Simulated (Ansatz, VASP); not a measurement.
## Cs in VASP and in Ansatz

```
Cs
1.0
    -3.13489    3.13489    3.13489
     3.13489   -3.13489    3.13489
     3.13489    3.13489   -3.13489
Cs
1
Direct
  0.00000 0.00000 0.00000
```

Alike in both runs: task single point; functional r2SCAN; k mesh 7 × 7 × 7; occupations fermi-dirac, width 0.01 eV; no spin polarisation.

|  | VASP | Ansatz |
| --- | --- | --- |
| version | VASP 6.6.1 | Ansatz 0.2.0 |
| potentials or method | VASP PAW PBE potentials, release 64 (Cs_sv), cutoff 520 eV | plane waves (500 eV) with PAW, scalar-relativistic |
| valence electrons in the cell | 9 | 9 |

|  | VASP | Ansatz | Ansatz less VASP |
| --- | --- | --- | --- |
| pressure (GPa) | 0.0 | 0.0 | +0.01 |

VASP's potentials were made for PBE, not for r2SCAN.

Spin-orbit coupling is off throughout.
